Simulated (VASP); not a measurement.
# TiAl: single point with PBEsol

TiAl:

```
Ti Al
1.0
     3.04025    0.00000    0.00000
     0.00000    3.27190    0.00000
     0.00000    0.00000    3.15608
Ti Al
1 1
Direct
  0.00000 0.00000 0.00000
  0.50000 0.50000 0.50000
```

This cell differs from its parent crystal: normal strain along x -0.0367, normal strain along y +0.0367.

* Program: VASP 6.6.1
* Task: single point
* Functional: PBEsol
* Potentials or basis: VASP PAW PBE potentials, release 64 (Ti_sv, Al)
* Cutoff: 520 eV
* k mesh: 14 × 14 × 14
* Occupations: gaussian, width 0.15 eV
* Spin: no spin polarisation

| Quantity | Value |
| --- | --- |
| Pressure | 0.4 GPa |

Stress tensor (GPa, compression positive):
```
-0.86  0.00  0.00
 0.00  2.91  0.00
 0.00  0.00 -0.99
```

Levels at points of the mesh, in eV from the Fermi level:
```tsv
k point	band 4	band 5	band 6	band 7	band 8	band 9	band 10	band 11	band 12	band 13
(0.00, 0.00, 0.00)	-32.82	-9.33	-1.55	-1.38	1.69	1.91	2.07	3.59	4.54	5.63
(0.50, 0.00, 0.00)	-32.86	-5.64	-5.13	-0.44	-0.22	0.19	1.98	3.56	6.54	8.62
(0.00, 0.50, 0.00)	-32.81	-6.35	-5.30	-0.63	0.14	0.60	2.23	2.71	6.62	9.39
(0.50, 0.50, 0.00)	-32.85	-5.01	-2.26	-1.83	-1.45	0.66	0.82	2.80	5.00	5.00
(0.00, 0.00, 0.50)	-32.80	-6.02	-5.23	-0.56	-0.26	0.61	2.12	3.14	6.48	8.56
(0.50, 0.00, 0.50)	-32.88	-4.79	-1.98	-1.75	-1.38	0.41	0.51	3.02	5.08	5.26
(0.00, 0.50, 0.50)	-32.79	-5.27	-2.34	-2.14	-1.55	1.01	1.08	2.69	4.53	4.91
(0.50, 0.50, 0.50)	-33.00	-3.13	-3.12	-3.12	0.85	2.78	2.86	3.02	3.10	3.19
```

Wall time 94 s on 1 thread of Intel(R) Xeon(R) 6975P-C (Granite Rapids) (shared host), peak memory 0.33 GiB.

Caveat: the cell differs from its parent crystal (normal strain along x -0.0367, normal strain along y +0.0367); the PAW data sets were made with another functional, which shifts forces and pressure a little.
